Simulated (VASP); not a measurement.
Hf: relaxation of cell and atoms with PBE+D3(BJ)

The system is Hf.

```
Hf
1.0
    -1.75308    1.75308    1.75308
     1.75308   -1.75308    1.75308
     1.75308    1.75308   -1.75308
Hf
1
Direct
  0.00000 0.00000 0.00000
```

```json
{
  "Program": "VASP 6.6.1",
  "Task": "relaxation of cell and atoms",
  "Functional": "PBE",
  "Dispersion": "D3(BJ)",
  "Potentials or basis": "VASP PAW PBE potentials, release 64 (Hf_pv)",
  "Cutoff": "600 eV",
  "k mesh": "16 × 16 × 16",
  "Occupations": "gaussian, width 0.1 eV",
  "Spin": "no spin polarisation",
  "Dipole correction": "no",
  "Further INCAR settings": "ALGO = Normal; EDIFF = 1e-06; IBRION = 2; EDIFFG = -0.005; NSW = 100; ISIF = 3"
}
```

| Item | Value |
| --- | --- |
| Relaxed volume | 21.46 Å³/atom |
| Relaxed cell | a = 3.032 Å, b = 3.032 Å, c = 3.032 Å, α = 109.47°, β = 109.47°, γ = 109.47° |
| Space group after relaxing (to 0.05 Å) | Im-3m (No. 229) |
| Energy gained by relaxing | 0.1 meV/atom |
| Ionic steps | 3 |
| Pressure after relaxing | 0.0 GPa |
| Band gap on the k mesh | zero (band 5 reaches 6.42 eV, above the bottom of band 6 at 4.08 eV) |
| Dispersion energy per atom | -0.470 eV |

The path:
```csv
step,energy change (eV),largest force (eV/Å),pressure (GPa),volume (Å³)
1,0.0000,0.0000,-0.44,21.55
2,0.0000,0.0000,0.46,21.37
3,-0.0001,0.0000,0.00,21.46
```

Final structure:
```
CELL_PARAMETERS angstrom
-1.75062 1.75062 1.75062
1.75062 -1.75062 1.75062
1.75062 1.75062 -1.75062
ATOMIC_POSITIONS crystal
Hf 0.00000 0.00000 0.00000
```

Levels at points of the mesh, in eV from the Fermi level:
```
           k point  band 1  band 2  band 3  band 4  band 5  band 6  band 7  band 8  band 9
(0.00, 0.00, 0.00)  -29.67  -29.67  -29.67   -7.17    1.56    1.56    1.56    4.47    4.47
(0.50, 0.00, 0.00)  -30.61  -29.97  -29.67   -3.50   -0.56    1.23    4.32    5.36    7.99
(0.50, 0.50, 0.50)  -30.32  -30.32  -30.32   -2.75   -2.75    7.10    7.10    7.10    7.57
```

Wall time 39 s on 1 thread of Intel(R) Xeon(R) Platinum 8259CL CPU @ 2.50GHz (Skylake/Cascade Lake), on a shared host, peak memory 0.18 GiB.

Caveat: spin-orbit coupling is left out, which moves the levels of the heavy elements; pairwise dispersion overbinds metals, which lowers pressure and volume.
